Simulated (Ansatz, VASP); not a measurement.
# Two plane-wave programs on HfO2

Contents of INCAR:

```
SYSTEM = HfO2
PREC     = Accurate       ! precision mode
ENCUT    = 520            ! plane-wave cutoff, eV
EDIFF    = 1E-6           ! SCF threshold, eV
ISMEAR   = 0              ! smearing method
SIGMA    = 0.02           ! smearing width, eV
LREAL    = .FALSE.        ! projectors in reciprocal space
LASPH    = .TRUE.         ! aspherical terms in the spheres
NELM     = 80             ! most SCF steps
ALGO     = Normal         ! electronic algorithm
ISIF     = 2              ! what is computed and relaxed
LWAVE    = .FALSE.        ! write WAVECAR
LCHARG   = .TRUE.         ! write CHGCAR
GGA      = PE             ! functional
LELF     = .TRUE.         ! ELF
LVHAR    = .TRUE.       
NBANDS   = 31             ! bands
```

File KPOINTS:

```
regular mesh
0
G
  6 6 4
  0 0 0
```

The input POSCAR:

```
HfO2
1.0
    3.6043047982      0.0000000000      0.0000000000
    0.0000000000      3.6043047982      0.0000000000
    0.0000000000      0.0000000000      5.2639671552
Hf O
2 4
Direct
    0.5000000000      0.5000000000      0.5000000000
    0.0000000000      0.0000000000      0.0000000000
    0.0000000000      0.5000000000      0.6932521093
    0.5000000000      0.0000000000      0.8067478907
    0.5000000000      0.0000000000      0.3067478907
    0.0000000000      0.5000000000      0.1932521093
```

Input for Ansatz:

```yaml
crystal:
  lattice:
    - [3.6043047982, 0.0, 0.0]
    - [0.0, 3.6043047982, 0.0]
    - [0.0, 0.0, 5.2639671552]
  atoms:
    - { symbol: Hf, position: [0.5, 0.5, 0.5] }
    - { symbol: Hf, position: [0.0, 0.0, 0.0] }
    - { symbol: O, position: [0.0, 0.5, 0.6932521093] }
    - { symbol: O, position: [0.5, 0.0, 0.8067478907] }
    - { symbol: O, position: [0.5, 0.0, 0.3067478907] }
    - { symbol: O, position: [0.0, 0.5, 0.1932521093] }
basis:
  ecutwfc: 420
kpoints:
  mp_grid: { grid: [6, 6, 4] }
  band_path:
    path:
      - [[0.0, 0.0, 0.0], [0.0, 0.5, 0.0], [0.5, 0.5, 0.0], [0.0, 0.0, 0.0], [0.0, 0.0, 0.5], [0.0, 0.5, 0.5], [0.5, 0.5, 0.5], [0.0, 0.0, 0.5]]
      - [[0.0, 0.5, 0.0], [0.0, 0.5, 0.5]]
      - [[0.5, 0.5, 0.0], [0.5, 0.5, 0.5]]
    npoints: 14
hamiltonian:
  xc: pbe
scf:
  occupations: { method: gaussian, width: 0.02 }
  n_extra_bands: 15
output:
  forces: true
  stress: true
  eigenvalues: true
  populations: true
  dos: { projected: true, de: 0.02, nscf_kmesh: { grid: [9, 9, 6] } }
  bader: true
  write_density: true
  write_potential: true
  elf: true
  volumetric_format: npy
```

Alike in both runs: task single point; functional PBE; k mesh 6 × 6 × 4; occupations gaussian, width 0.02 eV; no spin polarisation.

```csv
,VASP,Ansatz
version,VASP 6.6.1,Ansatz 0.2.0
potentials or method,"VASP PAW PBE potentials, release 64 (Hf_pv, O), cutoff 520 eV","scalar-relativistic, plane waves, PAW"
valence electrons in the cell,44,76
```

|  | VASP | Ansatz | Ansatz less VASP |
| --- | --- | --- | --- |
| gap on the k mesh at the Fermi level (eV) | 4.65 | 4.67 | +0.022 |
| least direct gap on the mesh (eV) | 4.72 | 4.73 | +0.016 |
| pressure (GPa) | -3.1 | 0.0 | +3.14 |
| traceless stress, the component that is largest in VASP (GPa) | 0.12 | 0.00 | -0.120 |
| rms of the force components (eV/Å) | 0.023 | 0.000 | -0.0232 |

Atom by atom the forces differ by 0.023 eV/Å (rms over components). The functional is the same, so the differences come from potentials, cutoffs and numerics. VASP's potentials hold 44 valence electrons a cell and Ansatz's 76, so a difference there can come from the potentials and not from the codes.

Neither program's run includes spin-orbit coupling.
